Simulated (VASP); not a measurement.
Input of a VASP 6.6.1 run:

INCAR

```
SYSTEM = Au
PREC = Accurate
ENCUT = 500
EDIFF = 1E-6
ISMEAR = 1
SIGMA = 0.02
LREAL = .FALSE.
LASPH = .TRUE.
NELM = 120
ALGO = Normal
ISIF = 2
LWAVE = .FALSE.
LCHARG = .FALSE.
GGA = RE
IVDW = 12
NBANDS = 18
GGA_COMPAT = .FALSE.
```

KPOINTS

```
regular mesh
0
G
  9 9 5
  0 0 0
```

File POSCAR:

```
Au
1.0
    2.8407997153      0.0000000000      0.0000000000
   -1.4203998576      2.4602011245      0.0000000000
    0.0000000000      0.0000000000      4.7803802105
Au
2
Direct
    0.3333333333      0.6666666667      0.7500000000
    0.6666666667      0.3333333333      0.2500000000
```

Potentials or basis: VASP PAW PBE potentials, release 64 (Au).

Command:

```console
$ cat potpaw_PBE.64/Au/POTCAR > POTCAR
$ mpirun -np 1 vasp_std > vasp.out
```

(1) Predict the band gap on the k mesh.

(2) Estimate the dispersion energy per atom.

(3) What does it give for the pressure?

Answers

(1) zero (bands 11 and 12 overlap by 6.32 eV).

(2) -1.288 eV.

(3) 2.5 GPa.

Caveat: three body term missing; the PAW data sets were made with another functional, which shifts forces and pressure a little; spin-orbit coupling is left out, which moves the levels of the heavy elements.
